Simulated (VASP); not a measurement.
CaSe: relaxation of cell and atoms with PBEsol

The system is CaSe.

```
Ca Se
1.0
     0.00000    2.93445    2.93445
     2.93445    0.00000    2.93445
     2.93445    2.93445    0.00000
Ca Se
1 1
Direct
  0.00000 0.00000 0.00000
  0.50000 0.50000 0.50000
```

| Quantity | Value |
| --- | --- |
| Program | VASP 6.6.1 |
| Task | relaxation of cell and atoms |
| Functional | PBEsol |
| Potentials or basis | VASP PAW PBE potentials, release 64 (Ca_sv, Se) |
| Cutoff | 600 eV |
| k mesh | 8 × 8 × 8 |
| Occupations | gaussian, width 0.01 eV |
| Spin | no spin polarisation |
| Target pressure | 1 GPa |
| Dipole correction | no |
| Further INCAR settings | ALGO = Normal; EDIFF = 1e-06; IBRION = 2; EDIFFG = -0.002; NSW = 100; ISIF = 3 |

| Property | Result |
| --- | --- |
| Relaxed volume | 24.91 Å³/atom |
| Relaxed cell | a = 4.130 Å, b = 4.130 Å, c = 4.130 Å, α = 60.00°, β = 60.00°, γ = 60.00° |
| Space group after relaxing (to 0.05 Å) | Fm-3m (No. 225) |
| Energy change on relaxing (the enthalpy is what falls) | +1.4 meV/atom |
| Ionic steps | 3 |
| Pressure after relaxing | 1.0 GPa |
| Band gap on the k mesh | 1.83 eV, indirect (least direct gap 2.81 eV) |

Step by step:
```
step  energy change (eV)  largest force (eV/Å)  pressure (GPa)  volume (Å³)
   1              0.0000                0.0000            0.21        50.54
   2              0.0039                0.0000            1.20        49.64
   3              0.0027                0.0000            1.01        49.81
```

Final structure:
```
Ca Se
1.0
     0.00000    2.92032    2.92032
     2.92032    0.00000    2.92032
     2.92032    2.92032    0.00000
Ca Se
1 1
Direct
  0.00000 0.00000 0.00000
  0.50000 0.50000 0.50000
```

Levels at points of the mesh, in eV from the valence-band top:
```csv
k point,band 4,band 5,band 6,band 7,band 8,band 9,band 10,band 11,band 12
"(0.00, 0.00, 0.00)",-20.51,-11.96,0.00,0.00,0.00,3.39,3.63,3.63,3.63
"(0.50, 0.00, 0.00)",-20.52,-11.18,-3.49,-1.30,-1.30,4.44,5.55,5.58,5.58
"(0.50, 0.50, 0.00)",-20.55,-11.33,-2.66,-0.98,-0.98,1.83,5.10,5.10,6.17
```

Wall time 48 s on 1 thread of Intel Xeon 6975P-C, with other jobs on the host, peak memory 0.22 GiB.

Caveat: the cell is relaxed towards a set pressure, so the enthalpy falls and the energy may rise; the PAW data sets were made with another functional, which shifts forces and pressure a little. A k mesh can miss the band edges.
